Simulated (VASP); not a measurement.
Input of a VASP 6.6.1 run:

The input INCAR:

```
SYSTEM = Pd
  ALGO = Normal
  EDIFF = 1E-6
  ENCUT = 520
  GGA = PE
  ISIF = 2
  ISMEAR = -1
  LASPH = .True.
  LCHARG = .False.
  LREAL = .False.
  LWAVE = .False.
  NBANDS = 11
  NELM = 60
  PREC = Accurate
  SIGMA = 0.1
```

Contents of KPOINTS:

```
k-points
0
Gamma
  12 12 12
  0 0 0
```

Contents of POSCAR:

```
Pd
1.0
    0.0000000000      1.9700000000      1.9700000000
    1.9700000000      0.0000000000      1.9700000000
    1.9700000000      1.9700000000      0.0000000000
Pd
1
Direct
    0.0000000000      0.0000000000      0.0000000000
```

Potentials or basis: VASP PAW PBE potentials, release 64 (Pd).

The run is started by

```sh
$ cat potpaw_PBE.64/Pd/POTCAR > POTCAR
$ mpirun -np 1 vasp_std > vasp.out
```

**Question.** What does it give for the band gap on the k mesh?

**Answer.** Zero (band 5 reaches 9.45 eV, above the bottom of band 6 at 7.96 eV).

**Question.** What does it give for the pressure?

**Answer.** 0.3 GPa.
